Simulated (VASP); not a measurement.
# SnTe (zincblende type) (F-43m) in VASP: further runs

Runs on SnTe (zincblende type). Level: PBE. Tasks: relaxation of cell and atoms.

Program: VASP 6.6.1. These are calculated values, not measurements. Logs are shortened: lines on timing, memory, paths and dates and some standing lists are left out, and cuts for length are marked.

### Step 1. The cell of the first run

Symmetry: F-43m, No. 216, cubic system. Conventional cell: a = 5.594 Å, b = 5.594 Å, c = 5.594 Å, α = 90.00°, β = 90.00°, γ = 90.00°. Within 3.2 Å of Sn (site symmetry -43m) lie 4 Te at 2.42 Å. Within 3.2 Å of Te (site symmetry -43m) lie 4 Sn at 2.42 Å.

### Step 2. Relaxation of cell and atoms, PBE, target pressure 55 GPa, at which the enthalpy is minimised

The input, INCAR:

```
PREC = Accurate ; ENCUT = 600
EDIFF = 1E-6 ; ISMEAR = -1
SIGMA = 0.08 ; LREAL = False
LASPH = True ; NELM = 80
ALGO = Normal ; ISIF = 3
LWAVE = False ; LCHARG = False
GGA = PE ; IBRION = 2
NSW = 60 ; EDIFFG = -0.005
PSTRESS = 550.0
```

The input, KPOINTS:

```
Automatic mesh
0
Gamma
  13 13 13
```

The input, POSCAR:

```
SnTe
1.0
    0.0000000000      2.7968088104      2.7968088104
    2.7968088104      0.0000000000      2.7968088104
    2.7968088104      2.7968088104      0.0000000000
Sn Te
1 1
Direct
    0.0000000000      0.0000000000      0.0000000000
    0.2500000000      0.2500000000      0.2500000000
```

Potentials or basis: VASP PAW PBE potentials, release 64 (Sn_d, Te).

On the command line:

```console
cat potpaw_PBE.64/Sn_d/POTCAR potpaw_PBE.64/Te/POTCAR > POTCAR
mpirun -np 1 vasp_std > vasp.out
```

OUTCAR:

```text
PREC = Accurate
   ENCUT = 600
   EDIFF = 1E-6
   ISMEAR = -1
   LREAL = False
   LASPH = True
   NELM = 80
   ISIF = 3
   GGA = PE
   IBRION = 2
   NSW = 60
   EDIFFG = -0.005
   PSTRESS = 550.0

 ion  position               nearest neighbor table
   1  0.000  0.000  0.000-   2 2.42   2 2.42   2 2.42   2 2.42
   2  0.250  0.250  0.250-   1 2.42   1 2.42   1 2.42   1 2.42

  LATTYP: Found a face centered cubic cell.
 ALAT       =     5.5936176208

  Lattice vectors:

 A1 = (   0.0000000000,   2.7968088104,   2.7968088104)
 A2 = (   2.7968088104,   0.0000000000,   2.7968088104)
 A3 = (   2.7968088104,   2.7968088104,   0.0000000000)

Analysis of symmetry for initial positions (statically):
=====================================================================
 Subroutine PRICEL returns:
 Original cell was already a primitive cell.

 Routine SETGRP: Setting up the symmetry group for a
 face centered cubic supercell.

 Subroutine GETGRP returns: Found 24 space group operations
 (whereof 24 operations were pure point group operations)
 out of a pool of 48 trial point group operations.

The static configuration has the point symmetry T_d .

Analysis of symmetry for dynamics (positions and initial velocities):
=====================================================================
 Subroutine PRICEL returns:
 Original cell was already a primitive cell.

 Routine SETGRP: Setting up the symmetry group for a
 face centered cubic supercell.

 Subroutine GETGRP returns: Found 24 space group operations
 (whereof 24 operations were pure point group operations)
 out of a pool of 48 trial point group operations.

The dynamic configuration has the point symmetry T_d .

 Subroutine INISYM returns: Found 24 space group operations
 (whereof 24 operations are pure point group operations),
 and found     1 'primitive' translations

----------------------------------------------------------------------------------------

                                     Primitive cell

  volume of cell :      43.7541

  direct lattice vectors                    reciprocal lattice vectors
     0.000000000  2.796808810  2.796808810    -0.178775181  0.178775181  0.178775181
     2.796808810  0.000000000  2.796808810     0.178775181 -0.178775181  0.178775181
     2.796808810  2.796808810  0.000000000     0.178775181  0.178775181 -0.178775181

  length of vectors
     3.955284951  3.955284951  3.955284951     0.309647696  0.309647696  0.309647696

  position of ions in fractional coordinates (direct lattice)
     0.000000000  0.000000000  0.000000000
     0.250000000  0.250000000  0.250000000

[... 89 lines left out ...]
   EMIN   =  10.00;   EMAX   =-10.00  energy-range for DOS
   EFERMI =   0.00;   METHOD = LEGACY
   ISMEAR =    -1;   SIGMA  =   0.08  broadening in eV -4-tet -1-fermi 0-gaus
   EFERMI_NEDOS =   21; number of points for ismear=-14 and -15
   IALGO  =     38    algorithm
   IMIX   =      4    mixing-type and parameters
     AMIX     =   0.40;   BMIX     =  1.00
     AMIX_MAG =   1.60;   BMIX_MAG =  1.00
  volume/ion in A,a.u.               =      21.88       147.63
  Fermi-wavevector in a.u.,A,eV,Ry     =   1.261088  2.383111 21.637929  1.590343
  Thomas-Fermi vector in A             =   2.394565
   LORBIT       =      0    0 simple, 1 ext, 2 COOP (PROOUT), +10 PAW based schemes
   GGA     = PE    functional components
   LHFCALC =     F    Hartree Fock is set to
   AEXX    =    0.0000 exact exchange contribution
   IVDW    =     0    specifies the selected vdW correction
   LEPSILON=     F    determine dielectric tensor
   LRPA    =     F    only Hartree local field effects (RPA)
 conjugate gradient relaxation of ions
 non-spin polarized calculation
  energy-cutoff  :      600.00
  volume of cell :       43.75
 maximum number of plane-waves:      1476
   NGX = 15   NGY = 15   NGZ = 15

--------------------------------------- Ionic step        1  -------------------------------------------

 number of electron      19.9999998 magnetization

 Free energy of the ion-electron system (eV)
  ---------------------------------------------------
  ext. energy  EPLUGINS =         0.00000000
  ---------------------------------------------------
  free energy    TOTEN  =        -0.45789816 eV

  energy without entropy =       -0.43629618  energy(sigma->0) =       -0.44709717

------------------------ aborting loop because EDIFF is reached ----------------------------------------

  FORCE on cell =-STRESS in cart. coord.  units (eV):
  Direction    XX          YY          ZZ          XY          YZ          ZX
  --------------------------------------------------------------------------------------
  -------------------------------------------------------------------------------------
  Total       22.5872249     22.5872249     22.5872249      0.0000000      0.0000000      0.0000000
  in kB      827.0944857    827.0944857    827.0944857      0.0000000      0.0000000      0.0000000
  external PRESSURE =     277.0944857 kB  Pullay stress =     550.0000000 kB
[... 25 lines left out ...]
--------------------------------------- Ionic step        2  -------------------------------------------

 number of electron      20.0000012 magnetization

 E-fermi :   5.7206     XC(G=0):  -8.6004

 val. band max:        5.6956432313   @ k =  -0.2308   0.3846   0.1538
 cond. band min:       5.7322590946   @ k =  -0.3846   0.3846   0.1538
 fundamental gap:      0.0366158632
 Fermi energy:         5.7206133170

 k-point     1 :       0.0000    0.0000    0.0000
  band No.  band energies     occupation
      1     -16.2327      2.00000
      2     -16.2327      2.00000
      3     -16.2327      2.00000
      4     -16.1986      2.00000
      5     -16.1986      2.00000
      6      -7.4360      2.00000
      7       1.4089      2.00000
      8       3.1239      2.00000
      9       3.1239      2.00000
     10       3.1239      2.00000
     11       6.4806      0.00015
     12       6.4806      0.00015
     13       6.4806      0.00015
     14       9.7398      0.00000
[... 542 lines left out ...]
--------------------------------------- Ionic step        6  -------------------------------------------

 number of electron      19.9999994 magnetization

 Free energy of the ion-electron system (eV)
  ---------------------------------------------------
  ext. energy  EPLUGINS =         0.00000000
  ---------------------------------------------------
  free energy    TOTEN  =        -2.65761044 eV

  energy without entropy =       -2.63512846  energy(sigma->0) =       -2.64636945

 E-fermi :  10.8032     XC(G=0): -10.4727

 val. band max:       10.7845793889   @ k =   0.3846   0.3077   0.0769
 cond. band min:      10.8219301373   @ k =   0.4615   0.3077   0.1538
 fundamental gap:      0.0373507483
 Fermi energy:        10.8032174161

 k-point     1 :       0.0000    0.0000    0.0000
  band No.  band energies     occupation
      1     -12.2025      2.00000
      2     -12.2025      2.00000
      3     -12.2025      2.00000
      4     -12.0646      2.00000
      5     -12.0646      2.00000
      6      -5.6705      2.00000
      7       7.4046      2.00000
      8       7.4046      2.00000
      9       7.4046      2.00000
     10       8.5384      2.00000
     11      11.0102      0.13995
     12      11.0102      0.13995
     13      11.0102      0.13995
     14      14.6754      0.00000
[... 424 lines left out ...]
  energy  without entropy=       -2.6351284612  energy(sigma->0) =       -2.64636945

  enthalpy is  TOTEN    =        14.1478996365 eV   P V=       16.8055100725

 reached required accuracy - stopping structural energy minimisation
```

CONTCAR:

```text
SnTe
   1.00000000000000
     0.0000000000000000    2.9035091472475614    2.9035091472475614
     2.9035091472475614   -0.0000000000000000    2.9035091472475614
     2.9035091472475614    2.9035091472475614    0.0000000000000000
  Sn              Te
     1     1
Direct
     0.0000000000000000    1.0000000000000000    0.0000000000000000
     0.2500000000000000    0.2500000000000000    0.2500000000000000

  0.00000000E+00  0.00000000E+00  0.00000000E+00
  0.00000000E+00  0.00000000E+00  0.00000000E+00
```

Wall time 4.8 min (1 thread of Intel Xeon 8259CL, shared host); peak memory 0.24 GiB.

What came out:

- Free energy: -2.6576 eV
- Relaxed volume: 24.48 Å³/atom
- Relaxed cell: a = 4.106 Å, b = 4.106 Å, c = 4.106 Å, α = 60.00°, β = 60.00°, γ = 60.00°
- Space group after relaxing (to 0.1 Å): F-43m (No. 216)
- Energy change on relaxing (the run minimises the enthalpy): -1099.9 meV/atom
- Ionic steps: 6
- Pressure after relaxing: 55.0 GPa
- Band gap on the k mesh: zero (bands 10 and 11 overlap by 2.57 eV)

Step by step:
```csv
step,energy change (eV),largest force (eV/Å),pressure (GPa),volume (Å³)
1,0.0000,0.0000,82.71,43.75
2,-6.0571,0.0000,9.95,72.35
3,-2.5657,0.0000,50.63,50.07
4,-2.2374,0.0000,54.55,49.07
5,-2.1997,0.0000,55.06,48.96
6,-2.1997,0.0000,55.01,48.96
```

Final structure:
```
Sn Te
1.0
     0.00000    2.90351    2.90351
     2.90351    0.00000    2.90351
     2.90351    2.90351    0.00000
Sn Te
1 1
Cartesian
  2.9035 0.0000 2.9035
  1.4518 1.4518 1.4518
```

Levels at points of the mesh, in eV from the Fermi level:
```
           k point  band 6  band 7  band 8  band 9  band 10  band 11  band 12  band 13  band 14
(0.00, 0.00, 0.00)  -16.47   -3.40   -3.40   -3.40    -2.26     0.21     0.21     0.21     3.87
```

Caveat: the cell is relaxed towards a set pressure, so the run minimises the enthalpy, not the energy; spin-orbit coupling is left out, which moves the levels of the heavy elements.

### Step 3. Relaxation of cell and atoms, PBE, target pressure 55 GPa, at which the enthalpy is minimised

This run uses another cell than the first one, of 24.49 Å³/atom.

The input, INCAR:

```
SYSTEM = SnTe
PREC = Accurate
ENCUT = 600
EDIFF = 1E-6
ISMEAR = -1
SIGMA = 0.08
LREAL = .False.
LASPH = .True.
NELM = 60
ALGO = Normal
ISIF = 3
LWAVE = .False.
LCHARG = .False.
GGA = PE
IBRION = 2
NSW = 32
EDIFFG = -0.005
PSTRESS = 550.0
```

The input, KPOINTS:

```
Automatic mesh
0
Gamma
  13 13 13
  0 0 0
```

The input, POSCAR:

```
SnTe
1.0
    0.0000000000      2.9039986962      2.9039986962
    2.9039986962      0.0000000000      2.9039986962
    2.9039986962      2.9039986962      0.0000000000
Sn Te
1 1
Direct
    0.0000000000      0.0000000000      0.0000000000
    0.2500000000      0.2500000000      0.2500000000
```

Potentials or basis: VASP PAW PBE potentials, release 64 (Sn_d, Te).

On the command line:

```console
cat potpaw_PBE.64/Sn_d/POTCAR potpaw_PBE.64/Te/POTCAR > POTCAR
mpirun -np 1 vasp_std > vasp.out
```

Wall time 3.8 min (1 thread of Intel Xeon 8259CL, shared host); peak memory 0.26 GiB.

The run converged. Its results:

- Free energy: -2.6591 eV
- Relaxed volume: 24.48 Å³/atom
- Relaxed cell: a = 4.106 Å, b = 4.106 Å, c = 4.106 Å, α = 60.00°, β = 60.00°, γ = 60.00°
- Space group after relaxing (to 0.1 Å): F-43m (No. 216)
- Energy change on relaxing (the run minimises the enthalpy): +4.0 meV/atom
- Ionic steps: 3
- Pressure after relaxing: 55.0 GPa
- Band gap on the k mesh: zero (bands 10 and 11 overlap by 2.57 eV)

The path:
| step | energy change (eV) | largest force (eV/Å) | pressure (GPa) | volume (Å³) |
| --- | --- | --- | --- | --- |
| 1 | 0.0000 | 0.0000 | 54.93 | 48.98 |
| 2 | 0.0274 | 0.0000 | 55.30 | 48.90 |
| 3 | 0.0079 | 0.0000 | 55.03 | 48.96 |

Final structure:
```
Sn Te
1.0
     0.00000    2.90354    2.90354
     2.90354    0.00000    2.90354
     2.90354    2.90354    0.00000
Sn Te
1 1
Direct
  0.00000 0.00000 0.00000
  0.25000 0.25000 0.25000
```

Levels at points of the mesh, in eV from the Fermi level:
| k point | band 7 | band 8 | band 9 | band 10 | band 11 | band 12 | band 13 | band 14 |
| --- | --- | --- | --- | --- | --- | --- | --- | --- |
| (0.00, 0.00, 0.00) | -3.40 | -3.40 | -3.40 | -2.27 | 0.21 | 0.21 | 0.21 | 3.87 |

Caveat: the cell is relaxed towards a set pressure, so the run minimises the enthalpy, not the energy; spin-orbit coupling is left out, which moves the levels of the heavy elements.

The gap in the log of VASP goes by the Fermi energy; the results here count the filled bands.